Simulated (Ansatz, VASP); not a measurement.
## LaAgS2: VASP beside Ansatz

The input POSCAR:

```
LaAgS2
1.0
    4.1300216886      0.0000000000      0.0000000000
    0.0000000000      4.1300216886      0.0000000000
    0.0000000000      0.0000000000      5.6048983260
Ag S La
1 2 1
Direct
    0.0000000000      0.0000000000      0.0000000000
    0.0000000000      0.0000000000      0.5000000000
    0.5000000000      0.5000000000      0.0000000000
    0.5000000000      0.5000000000      0.5000000000
```

INCAR.step1

```
PREC = Accurate
ENCUT = 400
EDIFF = 1E-5
ISMEAR = -1
SIGMA = 0.02
LREAL = False
LASPH = True
NELM = 200
ALGO = Normal
ISIF = 2
LWAVE = True
LCHARG = False
NBANDS = 25
GGA = PE
GGA_COMPAT = False
LMAXMIX = 6
```

Contents of INCAR.step2:

```
PREC = Accurate
ENCUT = 400
EDIFF = 1E-6
ISMEAR = -1
SIGMA = 0.02
LREAL = False
LASPH = True
NELM = 200
ALGO = Normal
ISIF = 2
LWAVE = False
LCHARG = False
GGA = PE
LHFCALC = True
HFSCREEN = 0.2079
PRECFOCK = Normal
NBANDS = 25
ISTART = 1
GGA_COMPAT = False
LMAXMIX = 6
```

The input KPOINTS:

```
Automatic mesh
0
Gamma
  4 4 2
```

Input for Ansatz:

```yaml
crystal:
  lattice:
    - [4.1300216886, 0.0, 0.0]
    - [0.0, 4.1300216886, 0.0]
    - [0.0, 0.0, 5.604898326]
  atoms:
    - { symbol: Ag, position: [0.0, 0.0, 0.0] }
    - { symbol: S, position: [0.0, 0.0, 0.5] }
    - { symbol: La, position: [0.5, 0.5, 0.5] }
    - { symbol: S, position: [0.5, 0.5, 0.0] }
kpoints:
  mp_grid: { grid: [4, 4, 2] }
hamiltonian:
  xc: hse06
scf:
  occupations: { method: fermi_dirac, width: 0.02 }
  n_extra_bands: 5
output:
  forces: true
  stress: true
  eigenvalues: true
  write_density: true
  write_potential: true
  elf: true
  volumetric_format: npy
```

Alike in both runs: task single point; functional HSE06; k mesh 4 × 4 × 2; occupations fermi-dirac, width 0.02 eV; no spin polarisation.

|  | VASP | Ansatz |
| --- | --- | --- |
| version | VASP 6.6.1 | Ansatz 0.2.0 |
| potentials or method | VASP PAW PBE potentials, release 64 (Ag, S, La) | plane waves, PAW |
| plane-wave cutoff (eV) | 400 | 420 |
| valence electrons in the cell | 34 | 42 |

|  | VASP | Ansatz | Ansatz less VASP |
| --- | --- | --- | --- |
| pressure (GPa) | 0.3 | 0.6 | +0.28 |

The functional is the same, so the differences come from potentials, cutoffs and numerics. VASP's potentials hold 34 valence electrons a cell and Ansatz's 42, so a difference there can come from the potentials and not from the codes. Ansatz's warnings: stress exchange threshold loose, stress scf threshold loose.

The k mesh is coarse, so the values compare programs but aren't converged. Neither program's run includes spin-orbit coupling.
